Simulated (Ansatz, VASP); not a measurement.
Two plane-wave programs on MgO

```
Mg O
1.0
     0.00000    2.10420    2.10420
     2.10420    0.00000    2.10420
     2.10420    2.10420    0.00000
Mg O
1 1
Direct
  0.00000 0.00000 0.00000
  0.50000 0.50000 0.50000
```

Alike in both runs: functional PBE; dispersion D3(BJ); k mesh 10 × 10 × 10; occupations gaussian, width 0.02 eV; no spin polarisation.

Ansatz relaxed the structure, and its values are those at the end. VASP's run is a single point on that final structure, the one shown.

|  | VASP | Ansatz |
| --- | --- | --- |
| version | VASP 6.6.1 | Ansatz 0.2.0 |
| potentials or method | VASP PAW PBE potentials, release 64 (Mg, O), cutoff 600 eV | scalar-relativistic, plane waves, PAW |
| valence electrons in the cell | 8 | 16 |

```csv
,VASP,Ansatz,Ansatz less VASP
gap on the k mesh at the Fermi level (eV),4.75,4.77,+0.019
least direct gap on the mesh (eV),4.75,4.77,+0.019
pressure (GPa),-1.1,0.0,+1.07
```

VASP's potentials hold 8 valence electrons a cell and Ansatz's 16, so a difference there can come from the potentials and not from the codes.
